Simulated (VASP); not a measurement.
RbCaH3, 5 atoms in the cell. The structure is orthorhombic, space group Cmmm (No. 65). Conventional cell: a = 6.238 Å, b = 6.623 Å, c = 4.547 Å, α = 90.00°, β = 90.00°, γ = 90.00°. Rb (site symmetry mmm) has 12 H at 3.12 to 3.31 Å and 8 Ca at 3.86 to 4.02 Å within 4.1 Å. Within 3.0 Å of Ca (site symmetry mmm) lie 6 H at 2.27 Å. H (site symmetry mmm) has 2 Ca at 2.27 Å and 4 Rb at 3.12 to 3.31 Å and 8 H at 3.22 Å within 3.4 Å. Within 3.4 Å of H (site symmetry 2/m) lie 2 Ca at 2.27 Å and 8 H at 3.12 to 3.31 Å and 4 Rb at 3.22 Å.  This cell differs from its parent crystal: strain -0.0600 x Voigt [0, 0, 0, 1, 0, 0].

* Program: VASP 6.6.1
* Task: single point
* Functional: LDA
* Potentials or basis: VASP PAW LDA potentials, release 64 (Rb_sv, Ca_sv, H)
* Cutoff: 520 eV
* k mesh: 6 × 6 × 6
* Occupations: gaussian, width 0.05 eV
* Spin: no spin polarisation
* Dipole correction: no
* Further INCAR settings: ALGO = Normal; EDIFF = 1e-07; NBANDS = 19

Potentials or basis: VASP PAW LDA potentials, release 64 (Rb_sv, Ca_sv, H).

The run is started by

```console
$ cat potpaw_LDA.64/Rb_sv/POTCAR potpaw_LDA.64/Ca_sv/POTCAR potpaw_LDA.64/H/POTCAR > POTCAR
$ mpirun -np 1 vasp_std > vasp.out
```

Hardware: 1 thread of AMD EPYC 9R45 96-Core Processor (Zen 5) (shared host).

Problem. Estimate the wall time of this run.

Solution. It took 42 s on 1 thread of AMD EPYC 9R45 96-Core Processor (Zen 5), on a shared host, peak memory 0.21 GiB. Counts: scf iterations 14, k points 52.
